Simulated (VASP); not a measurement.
Here is a VASP 6.6.1 calculation.

The input INCAR:

```
  PREC = Accurate
  ENCUT = 520
  EDIFF = 1E-8
  ISMEAR = -1
  SIGMA = 0.08
  LREAL = F
  LASPH = T
  NELM = 100
  ALGO = Normal
  ISIF = 2
  LWAVE = F
  LCHARG = F
  LEFG = T
  NBANDS = 11
```

Contents of KPOINTS:

```
regular mesh
0
Gamma
  20 20 20
```

File POSCAR:

```
C
1.0
    0.0000000000      1.7469938663      1.7469938663
    1.7469938663      0.0000000000      1.7469938663
    1.7469938663      1.7469938663      0.0000000000
C
2
Direct
    0.5000000000      0.5000000000      0.5000000000
    0.7500000000      0.7500000000      0.7500000000
```

Potentials or basis: VASP PAW LDA potentials, release 64 (C).

Command:

```bash
$ cat potpaw_LDA.64/C/POTCAR > POTCAR
$ mpirun -np 1 vasp_std > vasp.out
```

Q: Predict the band gap on the k mesh.

A: 4.26 eV, indirect (least direct gap 5.72 eV).

Q: Predict the pressure.

A: 17.8 GPa.

Caveat: without QUAD_EFG the Cq values of the log hold for a quadrupole moment of 1 mb, not for the nuclei. A k mesh can miss the band edges.
